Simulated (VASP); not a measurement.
# InP (F-43m) in VASP: single point with r2SCAN

Aim: the single point of InP with r2SCAN.

Everything below comes from runs of VASP 6.6.1. Logs are shortened: lines on timing, memory, paths and dates and some standing lists are left out, and cuts for length are marked.

## 1. The cell of the first run

Symmetry: F-43m, No. 216, cubic system. The conventional cell has a = 5.967 Å, b = 5.967 Å, c = 5.967 Å, α = 90.00°, β = 90.00°, γ = 90.00°. In (site symmetry -43m) has 4 P at 2.58 Å within 3.4 Å. Within 3.4 Å of P (site symmetry -43m) lie 4 In at 2.58 Å.

## 2. Single point, r2SCAN (strain +1.0%)

The input, POSCAR:

```
InP
1.0
    0.0000000000      2.9833255112      2.9833255112
    2.9833255112      0.0000000000      2.9833255112
    2.9833255112      2.9833255112      0.0000000000
In P
1 1
Direct
    0.0000000000      0.0000000000      0.0000000000
    0.2500000000      0.2500000000      0.2500000000
```

The input, INCAR.step1:

```
ALGO     = Normal         # electronic algorithm
EDIFF    = 1E-4           # SCF threshold, eV
ENCUT    = 520            # plane-wave cutoff, eV
GGA      = PE             # functional
ISMEAR   = 0              # smearing method
LASPH    = T              # aspherical terms in the spheres
LCHARG   = F              # write CHGCAR
LREAL    = F              # projectors in reciprocal space
LWAVE    = T              # write WAVECAR
NBANDS   = 16             # bands
NELM     = 80             # most SCF steps
PREC     = Accurate       # precision mode
SIGMA    = 0.01           # smearing width, eV
```

The input, INCAR.step2:

```
ALGO     = Normal         # electronic algorithm
EDIFF    = 1E-6           # SCF threshold, eV
ENCUT    = 520            # plane-wave cutoff, eV
ISIF     = 2              # what is computed and relaxed
ISMEAR   = 0              # smearing method
ISTART   = 1            
LASPH    = T              # aspherical terms in the spheres
LCHARG   = T              # write CHGCAR
LELF     = T              # ELF
LMIXTAU  = T            
LREAL    = F              # projectors in reciprocal space
LVHAR    = T            
LWAVE    = F              # write WAVECAR
METAGGA  = R2SCAN         # meta-GGA
NBANDS   = 16             # bands
NELM     = 80             # most SCF steps
PREC     = Accurate       # precision mode
SIGMA    = 0.01           # smearing width, eV
```

The input, KPOINTS:

```
k-points
0
Gamma
  8 8 8
```

Potentials or basis: VASP PAW PBE potentials, release 64 (In_d, P).

Started as:

```
> cat potpaw_PBE.64/In_d/POTCAR potpaw_PBE.64/P/POTCAR > POTCAR
> cp INCAR.step1 INCAR
> mpirun -np 1 vasp_std > vasp.out
> cp INCAR.step2 INCAR
> mpirun -np 1 vasp_std > vasp.out
```

OUTCAR:

```text
EDIFF = 1E-6
   ENCUT = 520
   ISIF = 2
   ISMEAR = 0
   ISTART = 1
   LASPH = T
   LREAL = F
   METAGGA = R2SCAN
   NELM = 80
   PREC = Accurate

 ion  position               nearest neighbor table
   1  0.000  0.000  0.000-   2 2.58   2 2.58   2 2.58   2 2.58
   2  0.250  0.250  0.250-   1 2.58   1 2.58   1 2.58   1 2.58

  LATTYP: Found a face centered cubic cell.
 ALAT       =     5.9666510224

  Lattice vectors:

 A1 = (   0.0000000000,   2.9833255112,   2.9833255112)
 A2 = (   2.9833255112,   0.0000000000,   2.9833255112)
 A3 = (   2.9833255112,   2.9833255112,   0.0000000000)

Analysis of symmetry for initial positions (statically):
=====================================================================
 Subroutine PRICEL returns:
 Original cell was already a primitive cell.

 Routine SETGRP: Setting up the symmetry group for a
 face centered cubic supercell.

 Subroutine GETGRP returns: Found 24 space group operations
 (whereof 24 operations were pure point group operations)
 out of a pool of 48 trial point group operations.

The static configuration has the point symmetry T_d .

Analysis of symmetry for dynamics (positions and initial velocities):
=====================================================================
 Subroutine PRICEL returns:
 Original cell was already a primitive cell.

 Routine SETGRP: Setting up the symmetry group for a
 face centered cubic supercell.

 Subroutine GETGRP returns: Found 24 space group operations
 (whereof 24 operations were pure point group operations)
 out of a pool of 48 trial point group operations.

The dynamic configuration has the point symmetry T_d .

 Subroutine INISYM returns: Found 24 space group operations
 (whereof 24 operations are pure point group operations),
 and found     1 'primitive' translations

----------------------------------------------------------------------------------------

                                     Primitive cell

  volume of cell :      53.1046

  direct lattice vectors                    reciprocal lattice vectors
     0.000000000  2.983325511  2.983325511    -0.167598205  0.167598205  0.167598205
     2.983325511  0.000000000  2.983325511     0.167598205 -0.167598205  0.167598205
     2.983325511  2.983325511  0.000000000     0.167598205  0.167598205 -0.167598205

  length of vectors
     4.219059399  4.219059399  4.219059399     0.290288606  0.290288606  0.290288606

  position of ions in fractional coordinates (direct lattice)
     0.000000000  0.000000000  0.000000000
     0.250000000  0.250000000  0.250000000

  ion indices of the primitive-cell ions
   primitive index   ion index
                 1           1
                 2           2

----------------------------------------------------------------------------------------

 KPOINTS: k-points

Automatic generation of k-mesh.
 Grid dimensions read from file:
 generate k-points for:    8    8    8

 Generating k-lattice:

  Cartesian coordinates                     Fractional coordinates (reciprocal lattice)
    -0.020949776  0.020949776  0.020949776     0.125000000  0.000000000  0.000000000
     0.020949776 -0.020949776  0.020949776     0.000000000  0.125000000  0.000000000
     0.020949776  0.020949776 -0.020949776     0.000000000  0.000000000  0.125000000

  Length of vectors
     0.036286076  0.036286076  0.036286076

  Shift w.r.t. Gamma in fractional coordinates (k-lattice)
     0.000000000  0.000000000  0.000000000

 Subroutine IBZKPT returns following result:
 ===========================================

 Found     29 irreducible k-points:

 Following reciprocal coordinates:
            Coordinates               Weight
  0.000000  0.000000  0.000000      1.000000
  0.125000  0.000000  0.000000      8.000000
  0.250000  0.000000  0.000000      8.000000
  0.375000  0.000000  0.000000      8.000000
  0.500000  0.000000  0.000000      4.000000
  0.125000  0.125000  0.000000      6.000000
[... 16 lines left out ...]
  0.500000  0.250000  0.125000     48.000000
 -0.375000  0.250000  0.125000     24.000000
 [... further k-points ...]
   k-points           NKPTS =     29   k-points in BZ     NKDIM =     29   number of bands    NBANDS=     16
   number of dos      NEDOS =    301   number of ions     NIONS =      2
   total plane-waves  NPLWV =  32768
   dimension x,y,z NGX =    32 NGY =   32 NGZ =   32
   dimension x,y,z NGXF=    64 NGYF=   64 NGZF=   64
   ions per type =               1   1
   NGX,Y,Z   is equivalent  to a cutoff of  12.61, 12.61, 12.61 a.u.
   NGXF,Y,Z  is equivalent  to a cutoff of  25.22, 25.22, 25.22 a.u.
 SYSTEM =  unknown system
   PREC   = accura    normal or accurate (medium, high low for compatibility)
   ISTART =      1    job   : 0-new  1-cont  2-samecut
   ICHARG =      0    charge: 1-file 2-atom 10-const
   ISPIN  =      1    spin polarized calculation?
   LNONCOLLINEAR =      F non collinear calculations
   LSORBIT =      F    spin-orbit coupling
   LASPH  =      T    aspherical Exc in radial PAW
   ENCUT  =  520.0 eV  38.22 Ry    6.18 a.u.   7.84  7.84  7.84*2*pi/ulx,y,z
   NELM   =     80;   NELMIN=  2; NELMDL=  0     # of ELM steps
   EDIFF  = 0.1E-05   stopping-criterion for ELM
   LREAL  =      F    real-space projection
   EDIFFG = 0.1E-04   stopping-criterion for IOM
   NSW    =      0    number of steps for IOM
   IBRION =     -1    ionic relax: 0-MD 1-quasi-New 2-CG
   NFREE  =      0    steps in history (QN), initial steepest desc. (CG)
   ISIF   =      2    stress and relaxation
   ISYM   =      2    0-nonsym 1-usesym 2-fastsym
   POTIM  = 0.5000    time-step for ionic-motion
   TEBEG  =    0.0;   TEEND  =   0.0 temperature during run
   PSTRESS=    0.0 pullay stress
   NELECT =      18.0000    total number of electrons
   NUPDOWN=      -1.0000    fix difference up-down
   EMIN   =  10.00;   EMAX   =-10.00  energy-range for DOS
   EFERMI =   0.00;   METHOD = LEGACY
   ISMEAR =     0;   SIGMA  =   0.01  broadening in eV -4-tet -1-fermi 0-gaus
   EFERMI_NEDOS =   21; number of points for ismear=-14 and -15
   IALGO  =     38    algorithm
   IMIX   =      4    mixing-type and parameters
     AMIX     =   0.40;   BMIX     =  1.00
     AMIX_MAG =   1.60;   BMIX_MAG =  1.00
  volume/ion in A,a.u.               =      26.55       179.18
  Fermi-wavevector in a.u.,A,eV,Ry     =   1.141445  2.157018 17.726989  1.302897
  Thomas-Fermi vector in A             =   2.278145
   LORBIT       =      0    0 simple, 1 ext, 2 COOP (PROOUT), +10 PAW based schemes
   METAGGA = R2SCAN    functional components
   LHFCALC =     F    Hartree Fock is set to
   AEXX    =    0.0000 exact exchange contribution
   IVDW    =     0    specifies the selected vdW correction
   LEPSILON=     F    determine dielectric tensor
   LRPA    =     F    only Hartree local field effects (RPA)
 non-spin polarized calculation
 Gauss-broadening in eV      SIGMA  =   0.01
  energy-cutoff  :      520.00
  volume of cell :       53.10
 maximum number of plane-waves:      1459
   NGX = 15   NGY = 15   NGZ = 15

 number of electron      18.0000004 magnetization

 Free energy of the ion-electron system (eV)
  ---------------------------------------------------
  ext. energy  EPLUGINS =         0.00000000
  ---------------------------------------------------
  free energy    TOTEN  =       -32.28708759 eV

  energy without entropy =      -32.28708759  energy(sigma->0) =      -32.28708759

 E-fermi :   4.5672     XC(G=0):  -9.6324

 val. band max:        4.4398117484   @ k =   0.0000   0.0000   0.0000
 cond. band min:       5.2943794409   @ k =   0.0000   0.0000   0.0000
 fundamental gap:      0.8545676925
 Fermi energy:         4.5672298523

 k-point     1 :       0.0000    0.0000    0.0000
  band No.  band energies     occupation
      1     -10.1239      2.00000
      2     -10.1239      2.00000
      3     -10.1239      2.00000
      4      -9.9723      2.00000
      5      -9.9723      2.00000
      6      -7.1957      2.00000
[... 8 lines left out ...]
     15      14.2754      0.00000
     16      14.2754      0.00000

 k-point     2 :       0.1250    0.0000    0.0000
  band No.  band energies     occupation
      1     -10.1410      2.00000
      2     -10.1171      2.00000
      3     -10.1171      2.00000
      4      -9.9721      2.00000
      5      -9.9721      2.00000
      6      -7.0231      2.00000
[... 8 lines left out ...]
     15      13.6498      0.00000
     16      14.0807      0.00000

 k-point     3 :       0.2500    0.0000    0.0000
  band No.  band energies     occupation
      1     -10.1803      2.00000
      2     -10.1025      2.00000
      3     -10.1025      2.00000
      4      -9.9699      2.00000
      5      -9.9699      2.00000
      6      -6.5440      2.00000
[... 8 lines left out ...]
     15      13.4317      0.00000
     16      13.9465      0.00000

 k-point     4 :       0.3750    0.0000    0.0000
  band No.  band energies     occupation
      1     -10.2173      2.00000
      2     -10.0908      2.00000
      3     -10.0908      2.00000
      4      -9.9646      2.00000
      5      -9.9646      2.00000
      6      -5.9149      2.00000
[... 8 lines left out ...]
     15      14.3767      0.00000
     16      14.3767      0.00000

 k-point     5 :       0.5000    0.0000    0.0000
  band No.  band energies     occupation
      1     -10.2321      2.00000
      2     -10.0870      2.00000
      3     -10.0870      2.00000
      4      -9.9614      2.00000
      5      -9.9614      2.00000
      6      -5.5676      2.00000
[... 8 lines left out ...]
     15      15.5389      0.00000
     16      15.5389      0.00000

 k-point     6 :       0.1250    0.1250    0.0000
  band No.  band energies     occupation
      1     -10.1537      2.00000
      2     -10.1106      2.00000
      3     -10.1106      2.00000
      4      -9.9773      2.00000
      5      -9.9677      2.00000
      6      -6.9660      2.00000
[... 8 lines left out ...]
     15      14.4294      0.00000
     16      14.4750      0.00000
[... 267 lines left out ...]
 k-point    21 :       0.5000    0.5000    0.0000
  band No.  band energies     occupation
      1     -10.2949      2.00000
      2     -10.0301      2.00000
      3     -10.0301      2.00000
      4     -10.0148      2.00000
      5      -9.9410      2.00000
      6      -4.9505      2.00000
[... 8 lines left out ...]
     15      15.7366      0.00000
     16      16.6904      0.00000

 k-point    22 :       0.3750    0.2500    0.1250
  band No.  band energies     occupation
      1     -10.2162      2.00000
      2     -10.0849      2.00000
      3     -10.0793      2.00000
      4      -9.9849      2.00000
      5      -9.9589      2.00000
      6      -6.1471      2.00000
[... 8 lines left out ...]
     15      15.0420      0.00000
     16      16.4191      0.00000

 k-point    23 :       0.5000    0.2500    0.1250
  band No.  band energies     occupation
      1     -10.2389      2.00000
      2     -10.0787      2.00000
      3     -10.0660      2.00000
      4      -9.9818      2.00000
      5      -9.9588      2.00000
      6      -5.5755      2.00000
[... 8 lines left out ...]
     15      15.6551      0.00000
     16      16.2871      0.00000

 k-point    24 :      -0.3750    0.2500    0.1250
  band No.  band energies     occupation
      1     -10.2472      2.00000
      2     -10.0776      2.00000
      3     -10.0611      2.00000
      4      -9.9770      2.00000
      5      -9.9610      2.00000
      6      -5.2675      2.00000
[... 8 lines left out ...]
     15      15.5737      0.00000
     16      16.1948      0.00000

 [... further k-points ...]

------------------------ aborting loop because EDIFF is reached ----------------------------------------

  FORCE on cell =-STRESS in cart. coord.  units (eV):
  Direction    XX          YY          ZZ          XY          YZ          ZX
  --------------------------------------------------------------------------------------
  -------------------------------------------------------------------------------------
  Total       -0.6697612     -0.6697612     -0.6697612      0.0000000      0.0000000      0.0000000
  in kB      -20.2068516    -20.2068516    -20.2068516      0.0000000      0.0000000      0.0000000
  external PRESSURE =     -20.2068516 kB  Pullay stress =       0.0000000 kB

 VOLUME and BASIS-vectors are now :
 -----------------------------------------------------------------------------
  energy-cutoff  :      520.00
  volume of cell :       53.10
      direct lattice vectors                 reciprocal lattice vectors
     0.000000000  2.983325511  2.983325511    -0.167598205  0.167598205  0.167598205
     2.983325511  0.000000000  2.983325511     0.167598205 -0.167598205  0.167598205
     2.983325511  2.983325511  0.000000000     0.167598205  0.167598205 -0.167598205

 POSITION                                       TOTAL-FORCE (eV/Angst)
 -----------------------------------------------------------------------------------
      0.00000      0.00000      0.00000         0.000000      0.000000      0.000000
      1.49166      1.49166      1.49166        -0.000000     -0.000000     -0.000000
 -----------------------------------------------------------------------------------
    total drift:                               -0.000003     -0.000003     -0.000003

  FREE ENERGIE OF THE ION-ELECTRON SYSTEM (eV)
  ---------------------------------------------------
  free  energy   TOTEN  =       -32.2870875944 eV

  energy  without entropy=      -32.2870875944  energy(sigma->0) =      -32.28708759
```

Run time: 28 s. Hardware: 1 thread of Intel Xeon 6975P-C (Granite Rapids), shared host; peak memory 0.18 GiB.

What came out:

| Item | Value |
| --- | --- |
| Free energy | -32.2871 eV |
| Pressure | -2.0 GPa |
| Band gap on the k mesh | 0.85 eV |

Caveat: the cell differs from its parent crystal (strain +1.0%); the PAW data sets were made with another functional, which shifts forces and pressure a little; spin-orbit coupling is left out, which moves the levels of the heavy elements.
